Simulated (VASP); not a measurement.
# TaSi2 (P4/mmm) in VASP: further runs

Runs on TaSi2. Level: PBE. Tasks: single point, relaxation of cell and atoms.

Everything below comes from runs of VASP 6.6.1. Logs are shortened: lines on timing, memory, paths and dates and some standing lists are left out, and cuts for length are marked.

### Step 1. The cell of the first run

Symmetry: P4/mmm, No. 123, tetragonal system. Conventional cell: a = 3.338 Å, b = 3.338 Å, c = 4.934 Å, α = 90.00°, β = 90.00°, γ = 90.00°. Within 3.5 Å of Ta (site symmetry 4/mmm) lie 10 Si at 2.47 to 3.41 Å and 4 Ta at 3.34 Å. Si (site symmetry 4/mmm) has 4 Si at 2.36 Å and 2 Ta at 2.47 Å within 3.1 Å. Within 3.1 Å of Si (site symmetry 4/mmm) lie 4 Si at 2.36 Å.

The cell was built from a structure type or drawn by symmetry, and may not be a known phase.

### Step 2. Single point, PBE

Input file INCAR:

```
SYSTEM = TaSi2
ALGO = Normal
EDIFF = 1E-7
ENCUT = 520
GGA = PE
ISIF = 2
ISMEAR = 0
LASPH = .True.
LCHARG = .False.
LREAL = .False.
LWAVE = .False.
NBANDS = 16
NELM = 60
PREC = Accurate
SIGMA = 0.1
```

Input file KPOINTS:

```
k-points
0
Gamma
  14 14 10
  0 0 0
```

Input file POSCAR:

```
TaSi2
1.0
    3.3377468367      0.0000000000      0.0000000000
    0.0000000000      3.3377468367      0.0000000000
    0.0000000000      0.0000000000      4.9341342940
Ta Si
1 2
Direct
    0.0000000000      0.0000000000      0.0000000000
    0.0000000000      0.0000000000      0.5000000000
    0.5000000000      0.5000000000      0.5000000000
```

Potentials or basis: VASP PAW PBE potentials, release 64 (Ta_pv, Si).

Started as:

```
> cat potpaw_PBE.64/Ta_pv/POTCAR potpaw_PBE.64/Si/POTCAR > POTCAR
> mpirun -np 1 vasp_std > vasp.out
```

OUTCAR:

```text
SYSTEM = TaSi2
   EDIFF = 1E-7
   ENCUT = 520
   GGA = PE
   ISIF = 2
   ISMEAR = 0
   LASPH = .True.
   LREAL = .False.
   NELM = 60
   PREC = Accurate

 ion  position               nearest neighbor table
   1  0.000  0.000  0.000-   2 2.47   2 2.47
   2  0.000  0.000  0.500-   3 2.36   3 2.36   3 2.36   3 2.36   1 2.47   1 2.47
   3  0.500  0.500  0.500-   2 2.36   2 2.36   2 2.36   2 2.36

  LATTYP: Found a simple tetragonal cell.
 ALAT       =     3.3377468367
 C/A-ratio  =     1.4782829661

  Lattice vectors:

 A1 = (   3.3377468367,   0.0000000000,   0.0000000000)
 A2 = (   0.0000000000,   3.3377468367,   0.0000000000)
 A3 = (   0.0000000000,   0.0000000000,   4.9341342940)

Analysis of symmetry for initial positions (statically):
=====================================================================
 Subroutine PRICEL returns:
 Original cell was already a primitive cell.

 Routine SETGRP: Setting up the symmetry group for a
 simple tetragonal supercell.

 Subroutine GETGRP returns: Found 16 space group operations
 (whereof 16 operations were pure point group operations)
 out of a pool of 16 trial point group operations.

The static configuration has the point symmetry D_4h.

Analysis of symmetry for dynamics (positions and initial velocities):
=====================================================================
 Subroutine PRICEL returns:
 Original cell was already a primitive cell.

 Routine SETGRP: Setting up the symmetry group for a
 simple tetragonal supercell.

 Subroutine GETGRP returns: Found 16 space group operations
 (whereof 16 operations were pure point group operations)
 out of a pool of 16 trial point group operations.

The dynamic configuration has the point symmetry D_4h.

 Subroutine INISYM returns: Found 16 space group operations
 (whereof 16 operations are pure point group operations),
 and found     1 'primitive' translations

----------------------------------------------------------------------------------------

                                     Primitive cell

  volume of cell :      54.9690

  direct lattice vectors                    reciprocal lattice vectors
     3.337746837  0.000000000  0.000000000     0.299603310  0.000000000  0.000000000
     0.000000000  3.337746837  0.000000000     0.000000000  0.299603310  0.000000000
     0.000000000  0.000000000  4.934134294     0.000000000  0.000000000  0.202669798

  length of vectors
     3.337746837  3.337746837  4.934134294     0.299603310  0.299603310  0.202669798

  position of ions in fractional coordinates (direct lattice)
     0.000000000  0.000000000  0.000000000
     0.000000000  0.000000000  0.500000000
     0.500000000  0.500000000  0.500000000

  ion indices of the primitive-cell ions
   primitive index   ion index
                 1           1
                 2           2
                 3           3

----------------------------------------------------------------------------------------

 KPOINTS: k-points

Automatic generation of k-mesh.
 Grid dimensions read from file:
 generate k-points for:   14   14   10

 Generating k-lattice:

  Cartesian coordinates                     Fractional coordinates (reciprocal lattice)
     0.021400236  0.000000000  0.000000000     0.071428571  0.000000000  0.000000000
     0.000000000  0.021400236  0.000000000     0.000000000  0.071428571  0.000000000
     0.000000000  0.000000000  0.020266980     0.000000000  0.000000000  0.100000000

  Length of vectors
     0.021400236  0.021400236  0.020266980

  Shift w.r.t. Gamma in fractional coordinates (k-lattice)
     0.000000000  0.000000000  0.000000000

 Subroutine IBZKPT returns following result:
 ===========================================

 Found    216 irreducible k-points:

 Following reciprocal coordinates:
            Coordinates               Weight
  0.000000  0.000000  0.000000      1.000000
  0.071429  0.000000  0.000000      4.000000
  0.142857  0.000000  0.000000      4.000000
  0.214286  0.000000  0.000000      4.000000
  0.285714  0.000000  0.000000      4.000000
  0.357143  0.000000  0.000000      4.000000
[... 16 lines left out ...]
  0.285714  0.214286  0.000000      8.000000
  0.357143  0.214286  0.000000      8.000000
 [... further k-points ...]
   k-points           NKPTS =    216   k-points in BZ     NKDIM =    216   number of bands    NBANDS=     16
   number of dos      NEDOS =    301   number of ions     NIONS =      3
   total plane-waves  NPLWV =  31360
   dimension x,y,z NGX =    28 NGY =   28 NGZ =   40
   dimension x,y,z NGXF=    56 NGYF=   56 NGZF=   80
   ions per type =               1   2
   NGX,Y,Z   is equivalent  to a cutoff of  13.95, 13.95, 13.48 a.u.
   NGXF,Y,Z  is equivalent  to a cutoff of  27.89, 27.89, 26.95 a.u.
 SYSTEM =  TaSi2
   PREC   = accura    normal or accurate (medium, high low for compatibility)
   ISTART =      0    job   : 0-new  1-cont  2-samecut
   ICHARG =      2    charge: 1-file 2-atom 10-const
   ISPIN  =      1    spin polarized calculation?
   LNONCOLLINEAR =      F non collinear calculations
   LSORBIT =      F    spin-orbit coupling
   LASPH  =      T    aspherical Exc in radial PAW
   ENCUT  =  520.0 eV  38.22 Ry    6.18 a.u.   6.21  6.21  9.17*2*pi/ulx,y,z
   NELM   =     60;   NELMIN=  2; NELMDL= -5     # of ELM steps
   EDIFF  = 0.1E-06   stopping-criterion for ELM
   LREAL  =      F    real-space projection
   EDIFFG = 0.1E-05   stopping-criterion for IOM
   NSW    =      0    number of steps for IOM
   IBRION =     -1    ionic relax: 0-MD 1-quasi-New 2-CG
   NFREE  =      0    steps in history (QN), initial steepest desc. (CG)
   ISIF   =      2    stress and relaxation
   ISYM   =      2    0-nonsym 1-usesym 2-fastsym
   POTIM  = 0.5000    time-step for ionic-motion
   TEBEG  =    0.0;   TEEND  =   0.0 temperature during run
   PSTRESS=    0.0 pullay stress
   NELECT =      19.0000    total number of electrons
   NUPDOWN=      -1.0000    fix difference up-down
   EMIN   =  10.00;   EMAX   =-10.00  energy-range for DOS
   EFERMI =   0.00;   METHOD = LEGACY
   ISMEAR =     0;   SIGMA  =   0.10  broadening in eV -4-tet -1-fermi 0-gaus
   EFERMI_NEDOS =   21; number of points for ismear=-14 and -15
   IALGO  =     38    algorithm
   IMIX   =      4    mixing-type and parameters
     AMIX     =   0.40;   BMIX     =  1.00
     AMIX_MAG =   1.60;   BMIX_MAG =  1.00
  volume/ion in A,a.u.               =      18.32       123.65
  Fermi-wavevector in a.u.,A,eV,Ry     =   1.148912  2.171129 17.959675  1.319999
  Thomas-Fermi vector in A             =   2.285585
   LORBIT       =      0    0 simple, 1 ext, 2 COOP (PROOUT), +10 PAW based schemes
   GGA     = PE    functional components
   LHFCALC =     F    Hartree Fock is set to
   AEXX    =    0.0000 exact exchange contribution
   IVDW    =     0    specifies the selected vdW correction
   LEPSILON=     F    determine dielectric tensor
   LRPA    =     F    only Hartree local field effects (RPA)
 non-spin polarized calculation
 Gauss-broadening in eV      SIGMA  =   0.10
  energy-cutoff  :      520.00
  volume of cell :       54.97
 maximum number of plane-waves:      1504
 NGX is ok and might be reduce to    28
   NGX = 13   NGY = 13   NGZ = 19

 number of electron      18.9999999 magnetization

 Free energy of the ion-electron system (eV)
  ---------------------------------------------------
  ext. energy  EPLUGINS =         0.00000000
  ---------------------------------------------------
  free energy    TOTEN  =       -19.92136445 eV

  energy without entropy =      -19.91012557  energy(sigma->0) =      -19.91574501

 E-fermi :   6.6460     XC(G=0): -10.8826

 val. band max:        6.6452240489   @ k =   0.4286   0.2857   0.3000
 cond. band min:       6.6484287174   @ k =   0.4286   0.2857   0.2000
 fundamental gap:      0.0032046685
 Fermi energy:         6.6460240513

 k-point     1 :       0.0000    0.0000    0.0000
  band No.  band energies     occupation
      1     -28.3412      2.00000
      2     -28.2168      2.00000
      3     -28.2168      2.00000
      4      -6.1836      2.00000
      5       2.4597      2.00000
      6       2.9826      2.00000
[... 8 lines left out ...]
     15      11.1945      0.00000
     16      12.3303      0.00000

 k-point     2 :       0.0714    0.0000    0.0000
  band No.  band energies     occupation
      1     -28.3404      2.00000
      2     -28.2250      2.00000
      3     -28.2162      2.00000
      4      -6.1168      2.00000
      5       2.4931      2.00000
      6       3.0214      2.00000
[... 8 lines left out ...]
     15      11.3254      0.00000
     16      12.2627      0.00000

 k-point     3 :       0.1429    0.0000    0.0000
  band No.  band energies     occupation
      1     -28.3381      2.00000
      2     -28.2479      2.00000
      3     -28.2143      2.00000
      4      -5.9172      2.00000
      5       2.5907      2.00000
      6       2.6116      2.00000
[... 8 lines left out ...]
     15      12.0080      0.00000
     16      12.0585      0.00000

 k-point     4 :       0.2143    0.0000    0.0000
  band No.  band energies     occupation
      1     -28.3348      2.00000
      2     -28.2807      2.00000
      3     -28.2117      2.00000
      4      -5.5864      2.00000
      5       1.4256      2.00000
      6       2.7452      2.00000
[... 8 lines left out ...]
     15      11.7384      0.00000
     16      12.5496      0.00000
[... 324 lines left out ...]
 k-point    22 :       0.2143    0.2143    0.0000
  band No.  band energies     occupation
      1     -28.3285      2.00000
      2     -28.2761      2.00000
      3     -28.2739      2.00000
      4      -4.9957      2.00000
      5       1.5602      2.00000
      6       2.4315      2.00000
[... 8 lines left out ...]
     15      11.0023      0.00000
     16      13.5824      0.00000

 k-point    23 :       0.2857    0.2143    0.0000
  band No.  band energies     occupation
      1     -28.3248      2.00000
      2     -28.3110      2.00000
      3     -28.2717      2.00000
      4      -4.5421      2.00000
      5       0.6672      2.00000
      6       2.5100      2.00000
[... 8 lines left out ...]
     15      10.5584      0.00000
     16      13.7459      0.00000

 k-point    24 :       0.3571    0.2143    0.0000
  band No.  band energies     occupation
      1     -28.3431      2.00000
      2     -28.3216      2.00000
      3     -28.2688      2.00000
      4      -3.9676      2.00000
      5      -0.4156      2.00000
      6       2.9540      2.00000
[... 8 lines left out ...]
     15      10.1484      0.00000
     16      13.2402      0.00000

 [... further k-points ...]
[... 5 lines left out ...]
  --------------------------------------------------------------------------------------
  -------------------------------------------------------------------------------------
  Total       -0.0283390     -0.0283390      0.0013555      0.0000000      0.0000000      0.0000000
  in kB       -0.8259949     -0.8259949      0.0395092      0.0000000      0.0000000      0.0000000
  external PRESSURE =      -0.5374936 kB  Pullay stress =       0.0000000 kB

 VOLUME and BASIS-vectors are now :
 -----------------------------------------------------------------------------
  energy-cutoff  :      520.00
  volume of cell :       54.97
      direct lattice vectors                 reciprocal lattice vectors
     3.337746837  0.000000000  0.000000000     0.299603310  0.000000000  0.000000000
     0.000000000  3.337746837  0.000000000     0.000000000  0.299603310  0.000000000
     0.000000000  0.000000000  4.934134294     0.000000000  0.000000000  0.202669798

 POSITION                                       TOTAL-FORCE (eV/Angst)
 -----------------------------------------------------------------------------------
      0.00000      0.00000      0.00000         0.000000      0.000000      0.000000
      0.00000      0.00000      2.46707         0.000000      0.000000      0.000000
      1.66887      1.66887      2.46707         0.000000      0.000000      0.000000
 -----------------------------------------------------------------------------------
    total drift:                               -0.000000      0.000000     -0.000000

  FREE ENERGIE OF THE ION-ELECTRON SYSTEM (eV)
  ---------------------------------------------------
  free  energy   TOTEN  =       -19.9213644491 eV

  energy  without entropy=      -19.9101255696  energy(sigma->0) =      -19.91574501
```

Run time: 78 s. Hardware: 1 thread of Intel Xeon 6975P-C (Granite Rapids), shared host; peak memory 0.31 GiB.

Results:

| Property | Result |
| --- | --- |
| Free energy | -19.9214 eV |
| Pressure | -0.1 GPa |
| Band gap on the k mesh | zero (an odd number of electrons rules out a gap without spin polarisation) |

Stress tensor (GPa, compression positive):
```
-0.08  0.00  0.00
 0.00 -0.08  0.00
 0.00  0.00  0.00
```

Caveat: spin-orbit coupling is left out, which moves the levels of the heavy elements.

### Step 3. Relaxation of cell and atoms, PBE

This run uses another cell than the first one, of 18.24 Å³/atom.

Input file INCAR:

```
  PREC = Accurate
  ENCUT = 600
  EDIFF = 1E-6
  ISMEAR = 0
  SIGMA = 0.1
  LREAL = F
  LASPH = T
  NELM = 80
  ALGO = Normal
  ISIF = 3
  LWAVE = F
  LCHARG = F
  GGA = PE
  IBRION = 2
  NSW = 100
  EDIFFG = -0.01
```

Input file KPOINTS:

```
Automatic mesh
0
Gamma
  14 14 10
```

Input file POSCAR:

```
TaSi2
1.0
    3.3245865169      0.0000000000      0.0000000000
    0.0000000000      3.3245865169      0.0000000000
    0.0000000000      0.0000000000      4.9494865720
Ta Si
1 2
Direct
    0.0000000000      0.0000000000      0.0000000000
    0.0000000000      0.0000000000      0.5000000000
    0.5000000000      0.5000000000      0.5000000000
```

Potentials or basis: VASP PAW PBE potentials, release 64 (Ta_pv, Si).

Started as:

```
> cat potpaw_PBE.64/Ta_pv/POTCAR potpaw_PBE.64/Si/POTCAR > POTCAR
> mpirun -np 1 vasp_std > vasp.out
```

Wall time 2.6 min (1 thread of Intel Xeon 6975P-C (Granite Rapids), shared host); peak memory 0.34 GiB.

It converged, with:

```
Free energy                           : -19.9216 eV
Relaxed volume                        : 18.31 Å³/atom
Relaxed cell                          : a = 3.337 Å, b = 3.337 Å, c = 4.933 Å, α = 90.00°, β = 90.00°, γ = 90.00°
Space group after relaxing (to 0.1 Å) : P4/mmm (No. 123)
Energy gained by relaxing             : 0.6 meV/atom
Ionic steps                           : 5
Pressure after relaxing               : 0.0 GPa
Band gap on the k mesh                : zero (an odd number of electrons rules out a gap without spin polarisation)
```

The path:
| step | energy change (eV) | largest force (eV/Å) | pressure (GPa) | volume (Å³) |
| --- | --- | --- | --- | --- |
| 1 | 0.0000 | 0.0000 | 0.49 | 54.71 |
| 2 | -0.0011 | 0.0000 | -0.40 | 55.15 |
| 3 | -0.0019 | 0.0000 | -0.06 | 54.97 |
| 4 | -0.0019 | 0.0000 | -0.06 | 54.98 |
| 5 | -0.0019 | 0.0000 | 0.03 | 54.93 |

Final structure:
```
Ta Si
1.0
     3.33698    0.00000    0.00000
     0.00000    3.33698    0.00000
     0.00000    0.00000    4.93318
Ta Si
1 2
Direct
  0.00000 0.00000 0.00000
  0.00000 0.00000 0.50000
  0.50000 0.50000 0.50000
```

Levels at points of the mesh, in eV from the Fermi level:
| k point | band 6 | band 7 | band 8 | band 9 | band 10 | band 11 | band 12 | band 13 |
| --- | --- | --- | --- | --- | --- | --- | --- | --- |
| (0.00, 0.00, 0.00) | -3.67 | -1.51 | -1.46 | -1.46 | -1.17 | 0.89 | 0.89 | 2.69 |
| (0.50, 0.00, 0.00) | -3.24 | -1.73 | -1.21 | 0.34 | 0.86 | 1.34 | 1.38 | 1.49 |
| (0.50, 0.50, 0.00) | -6.00 | -6.00 | -1.45 | -1.45 | -0.79 | 0.83 | 0.93 | 3.02 |
| (0.00, 0.00, 0.50) | -2.48 | -2.15 | -2.15 | -1.27 | 1.26 | 2.31 | 2.73 | 2.99 |
| (0.50, 0.00, 0.50) | -4.67 | -2.72 | -1.45 | -0.27 | 0.59 | 1.11 | 1.48 | 4.16 |
| (0.50, 0.50, 0.50) | -6.29 | -6.24 | -3.31 | -2.76 | 1.28 | 1.28 | 1.41 | 1.41 |

Caveat: spin-orbit coupling is left out, which moves the levels of the heavy elements.
